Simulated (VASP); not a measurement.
**Rb: single point with PBE**

Crystal: Rb.

```
Rb
1.0
     3.74317    0.00000    0.00000
    -1.87159    3.24168    0.00000
     0.00000    0.00000    3.51858
Rb
1
Direct
  0.00000 0.00000 0.00000
```

This isn't the form of Rb at room conditions, which is bcc.

```
Program             : VASP 6.6.1
Task                : single point
Functional          : PBE
Potentials or basis : VASP PAW PBE potentials, release 64 (Rb_sv)
Cutoff              : 520 eV
k mesh              : 9 × 9 × 8
Occupations         : fermi-dirac, width 0.05 eV
Spin                : no spin polarisation
```

- Pressure: 7.7 GPa
- Band gap on the k mesh: zero (an odd number of electrons rules out a gap without spin polarisation)

Stress tensor (GPa, compression positive):
```
7.84 0.00 0.00
0.00 7.84 0.00
0.00 0.00 7.38
```

Levels at points of the mesh, in eV from the Fermi level:
```csv
k point,band 3,band 4,band 5,band 6,band 7,band 8
"(0.00, 0.00, 0.00)",-12.76,-12.69,-2.85,2.09,4.10,4.10
"(0.00, 0.00, 0.50)",-12.65,-12.65,0.10,1.08,5.02,5.02
```

It took 8.4 s on 1 thread of Intel(R) Xeon(R) 6975P-C (Granite Rapids), on a shared host, peak memory 0.16 GiB.

Caveat: the cell stands under pressure.
